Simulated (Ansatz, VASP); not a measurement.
## AlNi3: VASP beside Ansatz

```
Al Ni
1.0
     5.00912    0.00000    0.00000
    -2.50456    4.33802    0.00000
     0.00000    0.00000    4.04026
Al Ni
2 6
Cartesian
  2.5046 1.4460 1.0101
  0.0000 2.8920 3.0302
  1.2342 0.7126 3.0302
  3.7749 0.7126 3.0302
  2.5046 2.9129 3.0302
  1.2704 3.6255 1.0101
  -1.2704 3.6255 1.0101
  0.0000 1.4251 1.0101
```

Alike in both runs: task single point; functional r2SCAN; k mesh 6 × 6 × 4; occupations gaussian, width 0.1 eV; collinear spin.

|  | VASP | Ansatz |
| --- | --- | --- |
| version | VASP 6.6.1 | Ansatz 0.2.0 |
| potentials or method | VASP PAW PBE potentials, release 64 (Al, Ni), cutoff 520 eV | scalar-relativistic, plane waves, PAW |
| valence electrons in the cell | 66 | 114 |

|  | VASP | Ansatz | Ansatz less VASP |
| --- | --- | --- | --- |
| gap on the k mesh at the Fermi level (eV) | none | none | - |
| pressure (GPa) | 0.4 | 0.4 | -0.07 |
| traceless stress, the component that is largest in VASP (GPa) | 0.14 | 0.48 | +0.339 |
| rms of the force components (eV/Å) | 0.026 | 0.016 | -0.0098 |
| net moment per atom (μB) | 0.23 | 0.25 | +0.018 |
| size of the moment on the site where the two differ most (μB) | 0.33 | 0.38 | +0.047 |

VASP's potentials were made for PBE, not for r2SCAN. Site moments also hang on the region over which each program counts them. Atom by atom the forces differ by 0.010 eV/Å (rms over components). A gap of «none» marks a metal or a gap that the smearing closes. VASP's potentials hold 66 valence electrons a cell and Ansatz's 114, so a difference there can come from the potentials and not from the codes. Ansatz's warnings: stability check not made.

The k mesh is coarse, so the values compare programs but aren't converged.
